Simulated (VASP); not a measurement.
# NaH (Fm-3m) in VASP: further runs

The runs below take NaH through single point, with LDA, PBE.

Everything below comes from runs of VASP 6.6.1. Logs are shortened: lines on timing, memory, paths and dates and some standing lists are left out, and cuts for length are marked.

## 1. The cell of the first run

Symmetry: Fm-3m, No. 225, cubic system. Conventional cell: a = 4.691 Å, b = 4.691 Å, c = 4.691 Å, α = 90.00°, β = 90.00°, γ = 90.00°. Within 3.1 Å of Na (site symmetry m-3m) lie 6 H at 2.35 Å. H (site symmetry m-3m) has 6 Na at 2.35 Å within 3.1 Å.

## 2. Single point, LDA

Contents of INCAR:

```
SYSTEM = NaH
  PREC = Accurate
  ENCUT = 520
  EDIFF = 1E-6
  ISMEAR = -1
  SIGMA = 0.02
  LREAL = .FALSE.
  LASPH = .TRUE.
  NELM = 60
  ALGO = Normal
  ISIF = 2
  LWAVE = .FALSE.
  LCHARG = .TRUE.
  LELF = .TRUE.
  LVHAR = .TRUE.
  NBANDS = 11
```

Contents of KPOINTS:

```
regular mesh
0
G
  10 10 10
  0 0 0
```

Contents of POSCAR:

```
NaH
1.0
    0.0000000000      2.3454645142      2.3454645142
    2.3454645142      0.0000000000      2.3454645142
    2.3454645142      2.3454645142      0.0000000000
Na H
1 1
Direct
    0.0000000000      0.0000000000      0.0000000000
    0.5000000000      0.5000000000      0.5000000000
```

Potentials or basis: VASP PAW LDA potentials, release 64 (Na_pv, H).

Command:

```sh
$ cat potpaw_LDA.64/Na_pv/POTCAR potpaw_LDA.64/H/POTCAR > POTCAR
$ mpirun -np 1 vasp_std > vasp.out
```

OUTCAR:

```text
SYSTEM = NaH
   PREC = Accurate
   ENCUT = 520
   EDIFF = 1E-6
   ISMEAR = -1
   LREAL = .FALSE.
   LASPH = .TRUE.
   NELM = 60
   ISIF = 2

 ion  position               nearest neighbor table
   1  0.000  0.000  0.000-
   2  0.500  0.500  0.500-

  LATTYP: Found a face centered cubic cell.
 ALAT       =     4.6909290284

  Lattice vectors:

 A1 = (   0.0000000000,   2.3454645142,   2.3454645142)
 A2 = (   2.3454645142,   0.0000000000,   2.3454645142)
 A3 = (   2.3454645142,   2.3454645142,   0.0000000000)

Analysis of symmetry for initial positions (statically):
=====================================================================
 Subroutine PRICEL returns:
 Original cell was already a primitive cell.

 Routine SETGRP: Setting up the symmetry group for a
 face centered cubic supercell.

 Subroutine GETGRP returns: Found 48 space group operations
 (whereof 48 operations were pure point group operations)
 out of a pool of 48 trial point group operations.

The static configuration has the point symmetry O_h .

Analysis of symmetry for dynamics (positions and initial velocities):
=====================================================================
 Subroutine PRICEL returns:
 Original cell was already a primitive cell.

 Routine SETGRP: Setting up the symmetry group for a
 face centered cubic supercell.

 Subroutine GETGRP returns: Found 48 space group operations
 (whereof 48 operations were pure point group operations)
 out of a pool of 48 trial point group operations.

The dynamic configuration has the point symmetry O_h .

 Subroutine INISYM returns: Found 48 space group operations
 (whereof 48 operations are pure point group operations),
 and found     1 'primitive' translations

----------------------------------------------------------------------------------------

                                     Primitive cell

  volume of cell :      25.8058

  direct lattice vectors                    reciprocal lattice vectors
     0.000000000  2.345464514  2.345464514    -0.213177389  0.213177389  0.213177389
     2.345464514  0.000000000  2.345464514     0.213177389 -0.213177389  0.213177389
     2.345464514  2.345464514  0.000000000     0.213177389  0.213177389 -0.213177389

  length of vectors
     3.316987726  3.316987726  3.316987726     0.369234068  0.369234068  0.369234068

  position of ions in fractional coordinates (direct lattice)
     0.000000000  0.000000000  0.000000000
     0.500000000  0.500000000  0.500000000

  ion indices of the primitive-cell ions
   primitive index   ion index
                 1           1
                 2           2

----------------------------------------------------------------------------------------

 KPOINTS: regular mesh

Automatic generation of k-mesh.
 Grid dimensions read from file:
 generate k-points for:   10   10   10

 Generating k-lattice:

  Cartesian coordinates                     Fractional coordinates (reciprocal lattice)
    -0.021317739  0.021317739  0.021317739     0.100000000  0.000000000  0.000000000
     0.021317739 -0.021317739  0.021317739     0.000000000  0.100000000  0.000000000
     0.021317739  0.021317739 -0.021317739     0.000000000  0.000000000  0.100000000

  Length of vectors
     0.036923407  0.036923407  0.036923407

  Shift w.r.t. Gamma in fractional coordinates (k-lattice)
     0.000000000  0.000000000  0.000000000

 Subroutine IBZKPT returns following result:
 ===========================================

 Found     47 irreducible k-points:

 Following reciprocal coordinates:
            Coordinates               Weight
  0.000000  0.000000  0.000000      1.000000
  0.100000  0.000000  0.000000      8.000000
  0.200000  0.000000  0.000000      8.000000
  0.300000  0.000000  0.000000      8.000000
  0.400000  0.000000  0.000000      8.000000
  0.500000  0.000000  0.000000      4.000000
[... 16 lines left out ...]
  0.300000  0.300000  0.000000      6.000000
  0.400000  0.300000  0.000000     24.000000
 [... further k-points ...]
   k-points           NKPTS =     47   k-points in BZ     NKDIM =     47   number of bands    NBANDS=     11
   number of dos      NEDOS =    301   number of ions     NIONS =      2
   total plane-waves  NPLWV =  21952
   dimension x,y,z NGX =    28 NGY =   28 NGZ =   28
   dimension x,y,z NGXF=    56 NGYF=   56 NGZF=   56
   ions per type =               1   1
   NGX,Y,Z   is equivalent  to a cutoff of  14.03, 14.03, 14.03 a.u.
   NGXF,Y,Z  is equivalent  to a cutoff of  28.07, 28.07, 28.07 a.u.
 SYSTEM =  NaH
   PREC   = accura    normal or accurate (medium, high low for compatibility)
   ISTART =      0    job   : 0-new  1-cont  2-samecut
   ICHARG =      2    charge: 1-file 2-atom 10-const
   ISPIN  =      1    spin polarized calculation?
   LNONCOLLINEAR =      F non collinear calculations
   LSORBIT =      F    spin-orbit coupling
   LASPH  =      T    aspherical Exc in radial PAW
   ENCUT  =  520.0 eV  38.22 Ry    6.18 a.u.   6.17  6.17  6.17*2*pi/ulx,y,z
   NELM   =     60;   NELMIN=  2; NELMDL= -5     # of ELM steps
   EDIFF  = 0.1E-05   stopping-criterion for ELM
   LREAL  =      F    real-space projection
   EDIFFG = 0.1E-04   stopping-criterion for IOM
   NSW    =      0    number of steps for IOM
   IBRION =     -1    ionic relax: 0-MD 1-quasi-New 2-CG
   NFREE  =      0    steps in history (QN), initial steepest desc. (CG)
   ISIF   =      2    stress and relaxation
   ISYM   =      2    0-nonsym 1-usesym 2-fastsym
   POTIM  = 0.5000    time-step for ionic-motion
   TEBEG  =    0.0;   TEEND  =   0.0 temperature during run
   PSTRESS=    0.0 pullay stress
   NELECT =       8.0000    total number of electrons
   NUPDOWN=      -1.0000    fix difference up-down
   EMIN   =  10.00;   EMAX   =-10.00  energy-range for DOS
   EFERMI =   0.00;   METHOD = LEGACY
   ISMEAR =    -1;   SIGMA  =   0.02  broadening in eV -4-tet -1-fermi 0-gaus
   EFERMI_NEDOS =   21; number of points for ismear=-14 and -15
   IALGO  =     38    algorithm
   IMIX   =      4    mixing-type and parameters
     AMIX     =   0.40;   BMIX     =  1.00
     AMIX_MAG =   1.60;   BMIX_MAG =  1.00
  volume/ion in A,a.u.               =      12.90        87.07
  Fermi-wavevector in a.u.,A,eV,Ry     =   1.107982  2.093782 16.702834  1.227624
  Thomas-Fermi vector in A             =   2.244503
   LORBIT       =      0    0 simple, 1 ext, 2 COOP (PROOUT), +10 PAW based schemes
   GGA     = CA    functional components
   LHFCALC =     F    Hartree Fock is set to
   AEXX    =    0.0000 exact exchange contribution
   IVDW    =     0    specifies the selected vdW correction
   LEPSILON=     F    determine dielectric tensor
   LRPA    =     F    only Hartree local field effects (RPA)
 non-spin polarized calculation
  energy-cutoff  :      520.00
  volume of cell :       25.81
 maximum number of plane-waves:       725
 NGX is ok and might be reduce to    28
   NGX = 13   NGY = 13   NGZ = 13

 number of electron       8.0000002 magnetization

 Free energy of the ion-electron system (eV)
  ---------------------------------------------------
  ext. energy  EPLUGINS =         0.00000000
  ---------------------------------------------------
  free energy    TOTEN  =        -5.40842442 eV

  energy without entropy =       -5.40842442  energy(sigma->0) =       -5.40842442

 E-fermi :  -0.4188     XC(G=0):  -8.5559

 val. band max:       -0.9388218156   @ k =  -0.3000   0.5000   0.2000
 cond. band min:       2.6279862486   @ k =   0.5000   0.0000   0.0000
 fundamental gap:      3.5668080643
 Fermi energy:        -0.4187950109

 k-point     1 :       0.0000    0.0000    0.0000
  band No.  band energies     occupation
      1     -22.9470      2.00000
      2     -22.9470      2.00000
      3     -22.9470      2.00000
      4      -4.9695      2.00000
      5      10.2809      0.00000
      6      14.9242      0.00000
      7      14.9242      0.00000
      8      14.9242      0.00000
      9      16.1570      0.00000
     10      16.1570      0.00000
     11      16.1570      0.00000

 k-point     2 :       0.1000    0.0000    0.0000
  band No.  band energies     occupation
      1     -22.9600      2.00000
      2     -22.9485      2.00000
      3     -22.9485      2.00000
      4      -4.7800      2.00000
      5       9.5981      0.00000
      6      12.8167      0.00000
      7      14.3769      0.00000
      8      14.3769      0.00000
      9      16.8198      0.00000
     10      16.8198      0.00000
     11      17.0459      0.00000

 k-point     3 :       0.2000    0.0000    0.0000
  band No.  band energies     occupation
      1     -22.9935      2.00000
      2     -22.9524      2.00000
      3     -22.9524      2.00000
      4      -4.2291      2.00000
      5       7.6573      0.00000
      6      11.3817      0.00000
      7      13.6687      0.00000
      8      13.6687      0.00000
      9      17.2280      0.00000
     10      17.2280      0.00000
     11      18.1206      0.00000

 k-point     4 :       0.3000    0.0000    0.0000
  band No.  band energies     occupation
      1     -23.0345      2.00000
      2     -22.9572      2.00000
      3     -22.9572      2.00000
      4      -3.3796      2.00000
      5       5.3770      0.00000
      6      10.7105      0.00000
      7      13.1355      0.00000
      8      13.1355      0.00000
      9      16.6589      0.00000
     10      16.6589      0.00000
     11      18.8446      0.00000
[... 239 lines left out ...]
 k-point    22 :      -0.2000    0.2000    0.0000
  band No.  band energies     occupation
      1     -23.0277      2.00000
      2     -22.9809      2.00000
      3     -22.9564      2.00000
      4      -3.1162      2.00000
      5       5.9811      0.00000
      6       7.7760      0.00000
      7      13.4134      0.00000
      8      13.5642      0.00000
      9      17.0804      0.00000
     10      18.0531      0.00000
     11      18.4483      0.00000

 k-point    23 :       0.3000    0.3000    0.0000
  band No.  band energies     occupation
      1     -23.0277      2.00000
      2     -22.9759      2.00000
      3     -22.9759      2.00000
      4      -2.9241      2.00000
      5       5.9282      0.00000
      6      10.1428      0.00000
      7      10.8023      0.00000
      8      10.8023      0.00000
      9      13.3920      0.00000
     10      20.6033      0.00000
     11      22.6717      0.00000

 k-point    24 :       0.4000    0.3000    0.0000
  band No.  band energies     occupation
      1     -23.0440      2.00000
      2     -22.9848      2.00000
      3     -22.9808      2.00000
      4      -2.2367      2.00000
      5       4.9846      0.00000
      6       8.3590      0.00000
      7      10.5259      0.00000
      8      11.3522      0.00000
      9      13.5026      0.00000
     10      20.9841      0.00000
     11      22.2559      0.00000

 [... further k-points ...]
[... 5 lines left out ...]
  --------------------------------------------------------------------------------------
  -------------------------------------------------------------------------------------
  Total       -0.0119925     -0.0119925     -0.0119925      0.0000000      0.0000000     -0.0000000
  in kB       -0.7445642     -0.7445642     -0.7445642      0.0000000      0.0000000     -0.0000000
  external PRESSURE =      -0.7445642 kB  Pullay stress =       0.0000000 kB

 VOLUME and BASIS-vectors are now :
 -----------------------------------------------------------------------------
  energy-cutoff  :      520.00
  volume of cell :       25.81
      direct lattice vectors                 reciprocal lattice vectors
     0.000000000  2.345464514  2.345464514    -0.213177389  0.213177389  0.213177389
     2.345464514  0.000000000  2.345464514     0.213177389 -0.213177389  0.213177389
     2.345464514  2.345464514  0.000000000     0.213177389  0.213177389 -0.213177389

 POSITION                                       TOTAL-FORCE (eV/Angst)
 -----------------------------------------------------------------------------------
      0.00000      0.00000      0.00000         0.000000     -0.000000      0.000000
      2.34546      2.34546      2.34546        -0.000000      0.000000     -0.000000
 -----------------------------------------------------------------------------------
    total drift:                               -0.000000     -0.000000      0.000000

  FREE ENERGIE OF THE ION-ELECTRON SYSTEM (eV)
  ---------------------------------------------------
  free  energy   TOTEN  =        -5.4084244242 eV

  energy  without entropy=       -5.4084244242  energy(sigma->0) =       -5.40842442
```

Wall time 21 s (1 thread of Intel Xeon 8259CL, shared host); peak memory 0.14 GiB.

What came out:

* Free energy: -5.4084 eV
* Pressure: -0.1 GPa
* Band gap on the k mesh: 3.57 eV, indirect (least direct gap 4.50 eV)

Levels at points of the mesh, in eV from the valence-band top:
```csv
k point,band 1,band 2,band 3,band 4,band 5,band 6,band 7,band 8
"(0.00, 0.00, 0.00)",-22.01,-22.01,-22.01,-4.03,11.22,15.86,15.86,15.86
"(0.50, 0.00, 0.00)",-22.14,-22.02,-22.02,-0.94,3.57,11.22,13.64,13.64
"(0.50, 0.50, 0.00)",-22.13,-22.05,-22.05,-0.19,4.49,10.00,10.90,10.90
```

(Part 1 of 2 ends here.)
